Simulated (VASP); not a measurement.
Al2Ni, 3 atoms in the cell. The structure is trigonal, space group P-3m1 (No. 164). The conventional cell has a = 2.819 Å, b = 2.819 Å, c = 6.044 Å, α = 90.00°, β = 90.00°, γ = 120.00°. Within 3.3 Å of Al (site symmetry 3m) lie 3 Ni at 2.48 Å and 9 Al at 2.81 to 2.82 Å. Within 3.3 Å of Ni (site symmetry -3m) lie 6 Al at 2.48 Å and 6 Ni at 2.82 Å. 

- Program: VASP 6.6.1
- Task: relaxation of cell and atoms
- Functional: PBE
- Potentials or basis: VASP PAW PBE potentials, release 64 (Al, Ni)
- Cutoff: 600 eV
- k mesh: 18 × 18 × 8
- Occupations: gaussian, width 0.1 eV
- Spin: no spin polarisation
- Dipole correction: no
- Further INCAR settings: ALGO = Fast; EDIFF = 1e-06; IBRION = 2; EDIFFG = -0.01; NSW = 100; ISIF = 3

Potentials or basis: VASP PAW PBE potentials, release 64 (Al, Ni).

Run with:

```console
$ cat potpaw_PBE.64/Al/POTCAR potpaw_PBE.64/Ni/POTCAR > POTCAR
$ mpirun -np 1 vasp_std > vasp.out
```

Hardware: 1 thread of Intel(R) Xeon(R) 6975P-C (Granite Rapids), with other jobs on the host.

Task: How long does it take, and how much memory?

Result: It took 2.8 min on 1 thread of Intel(R) Xeon(R) 6975P-C (Granite Rapids), on a shared host, peak memory 0.31 GiB. Counts: scf iterations 48, k points 266, ion steps 6.
